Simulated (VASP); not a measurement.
# MgS in VASP: a series of runs, part 2 of 2

VASP 6.6.1. The steps go on from the part before.

### Step 3. Single point, PBE (equal xy, yz and zx shear strains of -3 %)

INCAR

```
ALGO = Normal ; EDIFF = 1E-6
ENCUT = 520 ; GGA = PE
ISIF = 2 ; ISMEAR = -1
LASPH = T ; LCHARG = F
LREAL = F ; LWAVE = F
NBANDS = 11 ; NELM = 60
PREC = Accurate ; SIGMA = 0.01
```

KPOINTS

```
k-points
0
Gamma
  8 8 8
```

POSCAR

```
MgS
1.0
   -0.0780495000      2.5626252500      2.5626252500
    2.5626252500     -0.0780495000      2.5626252500
    2.5626252500      2.5626252500     -0.0780495000
Mg S
1 1
Direct
    0.0000000000      0.0000000000      0.0000000000
    0.5000000000      0.5000000000      0.5000000000
```

Potentials or basis: VASP PAW PBE potentials, release 64 (Mg, S).

Launch:

```bash
$ cat potpaw_PBE.64/Mg/POTCAR potpaw_PBE.64/S/POTCAR > POTCAR
$ mpirun -np 1 vasp_std > vasp.out
```

OUTCAR:

```text
EDIFF = 1E-6
   ENCUT = 520
   GGA = PE
   ISIF = 2
   ISMEAR = -1
   LASPH = T
   LREAL = F
   NELM = 60
   PREC = Accurate

 ion  position               nearest neighbor table
   1  0.000  0.000  0.000-   2 2.60   2 2.60   2 2.60   2 2.60   2 2.60   2 2.60
   2  0.500  0.500  0.500-   1 2.60   1 2.60   1 2.60   1 2.60   1 2.60   1 2.60

  LATTYP: Found a trigonal (rhomboedric) cell.
 ALAT       =     3.6249397331
 COS(alpha) =     0.4693254694

  Lattice vectors:

 A1 = (  -0.0780495000,   2.5626252500,   2.5626252500)
 A2 = (   2.5626252500,  -0.0780495000,   2.5626252500)
 A3 = (   2.5626252500,   2.5626252500,  -0.0780495000)

Analysis of symmetry for initial positions (statically):
=====================================================================
 Subroutine PRICEL returns:
 Original cell was already a primitive cell.

 Routine SETGRP: Setting up the symmetry group for a
 trigonal (rhombohedral) supercell.

 Subroutine GETGRP returns: Found 12 space group operations
 (whereof 12 operations were pure point group operations)
 out of a pool of 12 trial point group operations.

[... 162 lines left out ...]

 val. band max:        3.9960379855   @ k =   0.0000   0.0000   0.0000
 cond. band min:       6.4772727247   @ k =   0.5000   0.5000   0.0000
 fundamental gap:      2.4812347392
 Fermi energy:         4.1830465886

 k-point     1 :       0.0000    0.0000    0.0000
  band No.  band energies     occupation
      1      -8.9352      2.00000
      2       3.6083      2.00000
      3       3.6083      2.00000
      4       3.9960      2.00000
      5       7.4072      0.00000
      6      11.4396      0.00000
      7      11.4396      0.00000
      8      12.2613      0.00000
      9      14.1039      0.00000
     10      14.1039      0.00000
     11      16.1817      0.00000
[... 309 lines left out ...]
 k-point    24 :       0.3750    0.1250    0.1250
  band No.  band energies     occupation
      1      -8.0928      2.00000
      2       0.3369      2.00000
      3       2.7338      2.00000
      4       3.3259      2.00000
      5       9.4092      0.00000
      6      11.0748      0.00000
      7      11.2962      0.00000
      8      11.5576      0.00000
      9      13.3062      0.00000
     10      16.8124      0.00000
     11      17.1027      0.00000

 [... further k-points ...]
[... 5 lines left out ...]
  --------------------------------------------------------------------------------------
  -------------------------------------------------------------------------------------
  Total        0.2006055      0.2006055      0.2006055      0.3450815      0.3450815      0.3450815
  in kB        9.1321484      9.1321484      9.1321484     15.7091206     15.7091206     15.7091206
  external PRESSURE =       9.1321484 kB  Pullay stress =       0.0000000 kB

 VOLUME and BASIS-vectors are now :
 -----------------------------------------------------------------------------
  energy-cutoff  :      520.00
  volume of cell :       35.19
      direct lattice vectors                 reciprocal lattice vectors
    -0.078049500  2.562625250  2.562625250    -0.186417521  0.192273569  0.192273569
     2.562625250 -0.078049500  2.562625250     0.192273569 -0.186417521  0.192273569
     2.562625250  2.562625250 -0.078049500     0.192273569  0.192273569 -0.186417521

 POSITION                                       TOTAL-FORCE (eV/Angst)
 -----------------------------------------------------------------------------------
      0.00000      0.00000      0.00000         0.000000      0.000000      0.000000
      2.52360      2.52360      2.52360        -0.000000     -0.000000     -0.000000
 -----------------------------------------------------------------------------------
    total drift:                                0.000000      0.000000      0.000000

  FREE ENERGIE OF THE ION-ELECTRON SYSTEM (eV)
  ---------------------------------------------------
  free  energy   TOTEN  =        -8.4858007469 eV

  energy  without entropy=       -8.4858007469  energy(sigma->0) =       -8.48580075
```

OSZICAR:

```text
N       E                     dE             d eps       ncg     rms          rms(c)
DAV:   1     0.214132386616E+02    0.21413E+02   -0.36856E+03  1489   0.599E+02
DAV:   2    -0.749914728553E+01   -0.28912E+02   -0.27279E+02  1820   0.984E+01
DAV:   3    -0.888568683769E+01   -0.13865E+01   -0.13841E+01  1777   0.229E+01
DAV:   4    -0.889456260278E+01   -0.88758E-02   -0.88750E-02  1683   0.213E+00
DAV:   5    -0.889463269019E+01   -0.70087E-04   -0.70087E-04  1762   0.191E-01    0.442E+00
DAV:   6    -0.852671104508E+01    0.36792E+00   -0.79218E-01  1610   0.351E+00    0.345E+00
DAV:   7    -0.848607580079E+01    0.40635E-01   -0.22051E-01  1729   0.203E+00    0.228E+00
DAV:   8    -0.848610834617E+01   -0.32545E-04   -0.15231E-02  1589   0.746E-01    0.102E+00
DAV:   9    -0.848578935679E+01    0.31899E-03   -0.87740E-04  1676   0.170E-01    0.351E-01
DAV:  10    -0.848580330369E+01   -0.13947E-04   -0.23720E-04  1644   0.710E-02    0.366E-02
DAV:  11    -0.848580086209E+01    0.24416E-05   -0.18068E-05  1700   0.191E-02    0.210E-02
DAV:  12    -0.848580074687E+01    0.11522E-06   -0.80437E-07  1076   0.547E-03
   1 F= -.84858007E+01 E0= -.84858007E+01  d E =-.581523E-11
```

Wall time 18 s (1 thread of Intel Xeon 6975P-C, shared host); peak memory 0.17 GiB.

What came out:

```
Free energy            : -8.4858 eV
Pressure               : 0.9 GPa
Band gap on the k mesh : 2.48 eV, indirect (least direct gap 3.41 eV)
```

Levels at points of the mesh, in eV from the valence-band top:
```
           k point  band 2  band 3  band 4  band 5  band 6  band 7
(0.00, 0.00, 0.00)   -0.39   -0.39    0.00    3.41    7.44    7.44
(0.50, 0.00, 0.00)   -5.14   -0.89   -0.66    4.37    6.58    7.00
(0.50, 0.50, 0.00)   -4.46   -2.13   -1.74    2.48    4.17   11.60
(0.50, 0.50, 0.50)   -4.94   -1.05   -1.05    3.98    6.30    6.30
```

Caveat: the cell differs from its parent crystal (equal xy, yz and zx shear strains of -3 %). A k mesh can miss the band edges.

### Step 4. Single point, PBE (equal xy, yz and zx shear strains of -1 %)

INCAR

```
SYSTEM = MgS
ALGO = Normal
EDIFF = 1E-6
ENCUT = 520
GGA = PE
ISIF = 2
ISMEAR = -1
LASPH = .True.
LCHARG = .False.
LREAL = .False.
LWAVE = .False.
NBANDS = 11
NELM = 100
PREC = Accurate
SIGMA = 0.01
```

KPOINTS

```
k-points
0
Gamma
  8 8 8
  0 0 0
```

POSCAR

```
MgS
1.0
   -0.0260165000      2.5886417500      2.5886417500
    2.5886417500     -0.0260165000      2.5886417500
    2.5886417500      2.5886417500     -0.0260165000
Mg S
1 1
Direct
    0.0000000000      0.0000000000      0.0000000000
    0.5000000000      0.5000000000      0.5000000000
```

Launch:

```bash
$ cat potpaw_PBE.64/Mg/POTCAR potpaw_PBE.64/S/POTCAR > POTCAR
$ mpirun -np 1 vasp_std > vasp.out
```

It took 17 s on 1 thread of Intel Xeon 6975P-C, shared host; peak memory 0.17 GiB.

The run converged. Its results:

```
Free energy            : -8.5001 eV
Pressure               : 0.9 GPa
Band gap on the k mesh : 2.68 eV, indirect (least direct gap 3.62 eV)
```

Stress tensor (GPa, compression positive):
```
0.87 0.54 0.54
0.54 0.87 0.54
0.54 0.54 0.87
```

Levels at points of the mesh, in eV from the valence-band top:
```tsv
k point	band 2	band 3	band 4	band 5	band 6	band 7
(0.00, 0.00, 0.00)	-0.13	-0.13	0.00	3.62	7.78	7.78
(0.50, 0.00, 0.00)	-4.93	-0.69	-0.62	4.49	6.79	6.93
(0.50, 0.50, 0.00)	-4.28	-1.83	-1.71	2.68	4.31	11.90
(0.50, 0.50, 0.50)	-4.87	-0.75	-0.75	4.35	6.70	6.70
```

Caveat: the cell differs from its parent crystal (equal xy, yz and zx shear strains of -1 %).

### Step 5. The runs side by side

| cell | gap on the mesh (eV) | pressure (GPa) |
| --- | --- | --- |
| a = 3.735, b = 3.735, c = 3.790 Å, angles 59.5, 59.5, 61.0°, 2 atoms | 2.52 | -3.1 |
| a = 3.625 Å, angles 62.0°, 2 atoms | 2.48 | 0.9 |
| a = 3.661 Å, angles 60.7°, 2 atoms | 2.68 | 0.9 |

Alike in all rows: task single point; level PBE; potentials or basis VASP PAW PBE potentials, release 64 (Mg, S); no spin polarisation; k mesh 8 × 8 × 8; cutoff (eV) 520; smearing fermi-dirac 0.01 eV.

Total energies depend on the potentials used, so only differences within one code and one set of settings carry meaning.
